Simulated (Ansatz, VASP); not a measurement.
# PbS: VASP beside Ansatz

INCAR

```
PREC     = Accurate       # precision mode
ENCUT    = 520            # plane-wave cutoff, eV
EDIFF    = 1E-7           # SCF threshold, eV
ISMEAR   = -1             # smearing method
SIGMA    = 0.02           # smearing width, eV
LREAL    = False          # projectors in reciprocal space
LASPH    = True           # aspherical terms in the spheres
NELM     = 80             # most SCF steps
ALGO     = Normal         # electronic algorithm
ISIF     = 2              # what is computed and relaxed
LWAVE    = False          # write WAVECAR
LCHARG   = False          # write CHGCAR
GGA      = PE             # functional
NBANDS   = 17             # bands
```

Contents of KPOINTS:

```
regular mesh
0
Gamma
  8 8 8
```

File POSCAR:

```
PbS
1.0
    0.0000000000      2.9424241730      2.9979949977
    2.9424241730      0.0000000000      2.9979949977
    2.9424241730      2.9424241730      0.0000000000
Pb S
1 1
Direct
    0.0000000000      0.0000000000      0.0000000000
    0.5000000000      0.5000000000      0.5000000000
```

Input for Ansatz:

```yaml
crystal:
  lattice:
    - [0.0, 2.942424173, 2.9979949977]
    - [2.942424173, 0.0, 2.9979949977]
    - [2.942424173, 2.942424173, 0.0]
  atoms:
    - { symbol: Pb, position: [0.0, 0.0, 0.0] }
    - { symbol: S, position: [0.5, 0.5, 0.5] }
kpoints:
  mp_grid: { grid: [8, 8, 8] }
  band_path:
    path:
      - [0.0, 0.0, 0.0]
      - [0.5, 0.0, 0.5]
      - [0.625, 0.25, 0.625]
      - [0.375, 0.375, 0.75]
      - [0.5, 0.5, 0.5]
      - [0.5, 0.25, 0.75]
      - [0.0, 0.0, 0.5]
    npoints: 1
hamiltonian:
  xc: pbe
scf:
  occupations: { method: fermi_dirac, width: 0.02 }
  n_extra_bands: 4
output:
  forces: true
  stress: true
  eigenvalues: true
  write_density: true
  write_potential: true
  elf: true
  volumetric_format: npy
```

Change from the starting cell: epitaxial_xy strain -1.5%.

Alike in both runs: task single point; functional PBE; k mesh 8 × 8 × 8; occupations fermi-dirac, width 0.02 eV; no spin polarisation.

```csv
,VASP,Ansatz
version,VASP 6.6.1,Ansatz 0.2.0
potentials or method,"VASP PAW PBE potentials, release 64 (Pb_d, S)","plane waves, PAW"
plane-wave cutoff (eV),520,420
valence electrons in the cell,20,20
```

Ansatz gave:

```
pressure (GPa)                                                : 2.6
traceless stress, the component that is largest in VASP (GPa) : -1.61
```

**Question.** Estimate VASP's values.

**Answer.** Pressure (GPa): 2.5; traceless stress, the component that is largest in VASP (GPa): -1.61.

Spin-orbit coupling is off throughout.
